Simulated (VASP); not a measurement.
Wanted: the native input for a VASP 6.6.1 run.

```
Task                   : single point
Functional             : PBE
Potentials or basis    : VASP PAW PBE potentials, release 64 (Dy_3, H), 4f in core
Cutoff                 : 500 eV
k mesh                 : 10 × 10 × 8
Occupations            : gaussian, width 0.1 eV
Spin                   : no spin polarisation
Dipole correction      : no
Mended                 : yes
Further INCAR settings : ALGO = Normal; EDIFF = 1e-06; NBANDS = 16
```

The structure of Dy2H lies in POSCAR:

```
Dy2H
1.0
    3.6839689971      0.0000000000      0.0000000000
    0.0000000000      3.6839689971      0.0000000000
    0.0000000000      0.0000000000      5.3279151440
Dy H
2 1
Direct
    0.0000000000      0.5000000000      0.7688029210
    0.5000000000      0.0000000000      0.2311970790
    0.0000000000      0.0000000000      0.0000000000
```

These files were run (other wordings do the same):

INCAR

```
ALGO = Normal ; EDIFF = 1E-6
ENCUT = 500 ; GGA = PE
GGA_COMPAT = False ; ISIF = 2
ISMEAR = 0 ; LASPH = True
LCHARG = False ; LMAXMIX = 6
LREAL = False ; LWAVE = False
NBANDS = 16 ; NELM = 200
PREC = Accurate ; SIGMA = 0.1
```

KPOINTS

```
k-points
0
Gamma
  10 10 8
```

Potentials or basis: VASP PAW PBE potentials, release 64 (Dy_3, H), 4f in core.

The run is started by

```console
$ cat potpaw_PBE.64/Dy_3/POTCAR potpaw_PBE.64/H/POTCAR > POTCAR
$ mpirun -np 1 vasp_std > vasp.out
```

Results of the run:

```yaml
Pressure: -2.2 GPa
Largest_force: 0.021 eV/Å
Band_gap_on_the_k_mesh: zero (an odd number of electrons rules out a gap without spin polarisation)
```

Caveat: spin-orbit coupling is left out, which moves the levels of the heavy elements; the 4f electrons are frozen in the core, so they carry no moment and show no levels.

Wall time 34 s on 1 thread of Intel(R) Xeon(R) 6975P-C (Granite Rapids), with other jobs on the host, peak memory 0.26 GiB.
